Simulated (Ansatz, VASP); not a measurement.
Two plane-wave programs on MoH6

```
H Mo
1.0
     3.24712    0.00000    0.00000
     0.00000    3.24712    0.00000
     0.00000    0.00000    3.24712
H Mo
6 1
Direct
  0.50000 0.50000 0.13947
  0.50000 0.50000 0.86053
  0.13947 0.50000 0.50000
  0.86053 0.50000 0.50000
  0.50000 0.13947 0.50000
  0.50000 0.86053 0.50000
  0.00000 0.00000 0.00000
```

Change from the starting cell: species swapped into the CaB6 type (Pm-3m, No. 221).

Alike in both runs: functional PBE; k mesh 3 × 3 × 3; occupations gaussian, width 0.15 eV; no spin polarisation.

Ansatz relaxed the structure, and its values are those at the end. VASP's run is a single point on that final structure, the one shown.

|  | VASP | Ansatz |
| --- | --- | --- |
| version | VASP 6.6.1 | Ansatz 0.2.0 |
| potentials or method | VASP PAW PBE potentials, release 64 (H, Mo_sv), cutoff 500 eV | scalar-relativistic, plane waves, PAW |
| valence electrons in the cell | 20 | 20 |

Ansatz gave:

* gap on the k mesh at the Fermi level (eV): none
* pressure (GPa): 0.1
* rms of the force components (eV/Å): 0.030

Which values does VASP return?

gap on the k mesh at the Fermi level (eV): none; pressure (GPa): -0.1; rms of the force components (eV/Å): 0.034.

A gap of «none» marks a metal or a gap that the smearing closes.

The k mesh is coarse, so the values compare programs but aren't converged.
